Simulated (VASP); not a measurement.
# Pt in VASP: single point with PBE

Aim: the single point of Pt with PBE.

Program: VASP 6.6.1. These are calculated values, not measurements. Logs are shortened: lines on timing, memory, paths and dates and some standing lists are left out, and cuts for length are marked.

## (1) The cell of the first run

The cell holds a slab with vacuum, 3 atoms: a = 2.909 Å, b = 2.909 Å, c = 28.784 Å, α = 90.00°, β = 90.00°, γ = 120.00°.

## (2) Single point, PBE

File INCAR:

```
SYSTEM = Pt
PREC = Accurate
ENCUT = 400
EDIFF = 1E-6
ISMEAR = 1
SIGMA = 0.1
LREAL = .False.
LASPH = .True.
NELM = 120
ALGO = Normal
ISIF = 2
LWAVE = .False.
LCHARG = .False.
LDIPOL = .True.
IDIPOL = 3
DIPOL = 0.5 0.5 0.319
GGA = PE
NBANDS = 22
GGA_COMPAT = .False.
NELMDL = -8
```

File KPOINTS:

```
Automatic mesh
0
Gamma
  15 15 1
  0 0 0
```

File POSCAR:

```
Pt
1.0
    2.9094746971      0.0000000000      0.0000000000
   -1.4547373485      2.5196789993      0.0000000000
    0.0000000000      0.0000000000     28.7840566379
Pt
3
Direct
    0.0000000000      0.0000000000      0.2431901830
    0.6666666667      0.3333333333      0.3189306306
    0.3333333333      0.6666666667      0.3949121802
```

Potentials or basis: VASP PAW PBE potentials, release 64 (Pt).

Command:

```bash
> cat potpaw_PBE.64/Pt/POTCAR > POTCAR
> mpirun -np 1 vasp_std > vasp.out
```

OUTCAR:

```text
SYSTEM = Pt
   PREC = Accurate
   ENCUT = 400
   EDIFF = 1E-6
   ISMEAR = 1
   LREAL = .False.
   LASPH = .True.
   NELM = 120
   ISIF = 2
   GGA = PE
   NELMDL = -8

 ion  position               nearest neighbor table
   1  0.000  0.000  0.243-   2 2.75   2 2.75   2 2.75
   2  0.667  0.333  0.319-   1 2.75   1 2.75   1 2.75   3 2.76   3 2.76   3 2.76
   3  0.333  0.667  0.395-   2 2.76   2 2.76   2 2.76

  LATTYP: Found a hexagonal cell.
 ALAT       =     2.9094746971
 C/A-ratio  =     9.8932142859

  Lattice vectors:

 A1 = (   2.9094746971,   0.0000000000,   0.0000000000)
 A2 = (  -1.4547373485,   2.5196789993,   0.0000000000)
 A3 = (   0.0000000000,   0.0000000000,  28.7840566379)

Analysis of symmetry for initial positions (statically):
=====================================================================
 Subroutine PRICEL returns:
 Original cell was already a primitive cell.

 Routine SETGRP: Setting up the symmetry group for a
 hexagonal supercell.

 Subroutine GETGRP returns: Found  6 space group operations
 (whereof  6 operations were pure point group operations)
 out of a pool of 24 trial point group operations.

The static configuration has the point symmetry C_3v.

Analysis of symmetry for dynamics (positions and initial velocities):
=====================================================================
 Subroutine PRICEL returns:
 Original cell was already a primitive cell.

 Routine SETGRP: Setting up the symmetry group for a
 hexagonal supercell.

 Subroutine GETGRP returns: Found  6 space group operations
 (whereof  6 operations were pure point group operations)
 out of a pool of 24 trial point group operations.

The dynamic configuration has the point symmetry C_3v.

 Subroutine INISYM returns: Found  6 space group operations
 (whereof  6 operations are pure point group operations),
 and found     1 'primitive' translations

----------------------------------------------------------------------------------------

                                     Primitive cell

  volume of cell :     211.0143

  direct lattice vectors                    reciprocal lattice vectors
     2.909474697  0.000000000  0.000000000     0.343704656  0.198437976  0.000000000
    -1.454737348  2.519678999  0.000000000     0.000000000  0.396875951  0.000000000
     0.000000000  0.000000000 28.784056638     0.000000000  0.000000000  0.034741455

  length of vectors
     2.909474697  2.909474697 28.784056638     0.396875951  0.396875951  0.034741455

  position of ions in fractional coordinates (direct lattice)
     0.000000000  0.000000000  0.243190183
[... 89 lines left out ...]
   TEBEG  =    0.0;   TEEND  =   0.0 temperature during run
   PSTRESS=    0.0 pullay stress
   NELECT =      30.0000    total number of electrons
   NUPDOWN=      -1.0000    fix difference up-down
   EMIN   =  10.00;   EMAX   =-10.00  energy-range for DOS
   EFERMI =   0.00;   METHOD = LEGACY
   ISMEAR =     1;   SIGMA  =   0.10  broadening in eV -4-tet -1-fermi 0-gaus
   EFERMI_NEDOS =   21; number of points for ismear=-14 and -15
   IALGO  =     38    algorithm
   IMIX   =      4    mixing-type and parameters
     AMIX     =   0.40;   BMIX     =  1.00
     AMIX_MAG =   1.60;   BMIX_MAG =  1.00
  volume/ion in A,a.u.               =      70.34       474.66
  Fermi-wavevector in a.u.,A,eV,Ry     =   0.854433  1.614644  9.933010  0.730056
  Thomas-Fermi vector in A             =   1.971028
   LORBIT       =      0    0 simple, 1 ext, 2 COOP (PROOUT), +10 PAW based schemes
   GGA     = PE    functional components
   LHFCALC =     F    Hartree Fock is set to
   AEXX    =    0.0000 exact exchange contribution
   IVDW    =     0    specifies the selected vdW correction
   LEPSILON=     F    determine dielectric tensor
   LRPA    =     F    only Hartree local field effects (RPA)
 non-spin polarized calculation
 Methfessel and Paxton  Order N= 1 SIGMA  =   0.10
  energy-cutoff  :      400.00
  volume of cell :      211.01
 maximum number of plane-waves:      3861
 NGX is ok and might be reduce to    20
   NGX =  9   NGY =  9   NGZ = 93

 dipolmoment           0.000000      0.000000      0.000121 electrons x Angstroem

 number of electron      29.9999998 magnetization

 dipolmoment           0.000000      0.000000     -0.000131 electrons x Angstroem

 Free energy of the ion-electron system (eV)
  ---------------------------------------------------
  ext. energy  EPLUGINS =         0.00000000
  ---------------------------------------------------
  free energy    TOTEN  =       -16.57262160 eV

  energy without entropy =      -16.57346593  energy(sigma->0) =      -16.57290304

 E-fermi :  -2.1065     XC(G=0):  -3.6521

 val. band max:       -2.1112744227   @ k =   0.3333  -0.0000   0.0000
 cond. band min:      -2.1056754594   @ k =   0.1333   0.0667   0.0000
 fundamental gap:      0.0055989633
 Fermi energy:        -2.1064621306

 k-point     1 :       0.0000    0.0000    0.0000
  band No.  band energies     occupation
      1     -10.6323      2.00000
      2      -8.6596      2.00000
      3      -8.2353      2.00000
      4      -5.4222      2.00000
      5      -5.4222      2.00000
      6      -5.2106      2.00000
[... 589 lines left out ...]
     21       5.3310      0.00000
     22       6.4361      0.00000

 [... further k-points ...]

------------------------ aborting loop because EDIFF is reached ----------------------------------------

 vacuum level on the upper side and lower side of the slab       (xc-potential included)        -0.009        -0.006

  FORCE on cell =-STRESS in cart. coord.  units (eV):
  Direction    XX          YY          ZZ          XY          YZ          ZX
  --------------------------------------------------------------------------------------
  -------------------------------------------------------------------------------------
  Total       -6.3863737     -6.3863737     -0.2376355     -0.0000000      0.0000000      0.0000000
  in kB      -48.4901031    -48.4901031     -1.8043056     -0.0000000      0.0000000      0.0000000
  external PRESSURE =     -32.9281706 kB  Pullay stress =       0.0000000 kB

 VOLUME and BASIS-vectors are now :
 -----------------------------------------------------------------------------
  energy-cutoff  :      400.00
  volume of cell :      211.01
      direct lattice vectors                 reciprocal lattice vectors
     2.909474697  0.000000000  0.000000000     0.343704656  0.198437976  0.000000000
    -1.454737348  2.519678999  0.000000000     0.000000000  0.396875951  0.000000000
     0.000000000  0.000000000 28.784056638     0.000000000  0.000000000  0.034741455

 POSITION                                       TOTAL-FORCE (eV/Angst)
 -----------------------------------------------------------------------------------
      0.00000      0.00000      7.00000         0.000000      0.000000      0.026398
      1.45474      0.83989      9.18012         0.000000     -0.000000      0.036362
     -0.00000      1.67979     11.36717        -0.000000      0.000000     -0.062760
 -----------------------------------------------------------------------------------
    total drift:                                0.000000      0.000000      0.000002

  FREE ENERGIE OF THE ION-ELECTRON SYSTEM (eV)
  ---------------------------------------------------
  free  energy   TOTEN  =       -16.5726215987 eV

  energy  without entropy=      -16.5734659341  energy(sigma->0) =      -16.57290304

 vacuum level on the upper side and lower side of the slab         3.571         3.574
```

Wall time 2.3 min (1 thread of Intel Xeon Platinum 8259CL at 2.50GHz (Skylake/Cascade Lake), shared host); peak memory 0.27 GiB.

What came out:

```yaml
Free_energy: -16.5726 eV
Largest_force: 0.063 eV/Å
Band_gap_on_the_k_mesh: zero (bands 15 and 16 overlap by 1.07 eV)
```

Forces on the atoms (eV/Å):
```
Pt   0.000  0.000  0.026
Pt   0.000  0.000  0.036
Pt   0.000  0.000 -0.063
```

Levels at points of the mesh, in eV from the Fermi level:
| k point | band 11 | band 12 | band 13 | band 14 | band 15 | band 16 | band 17 | band 18 | band 19 | band 20 |
| --- | --- | --- | --- | --- | --- | --- | --- | --- | --- | --- |
| (0.00, 0.00, 0.00) | -2.59 | -1.35 | -1.35 | -0.90 | -0.90 | -0.47 | 0.05 | 0.05 | 1.34 | 5.40 |

Caveat: spin-orbit coupling is left out, which moves the levels of the heavy elements.
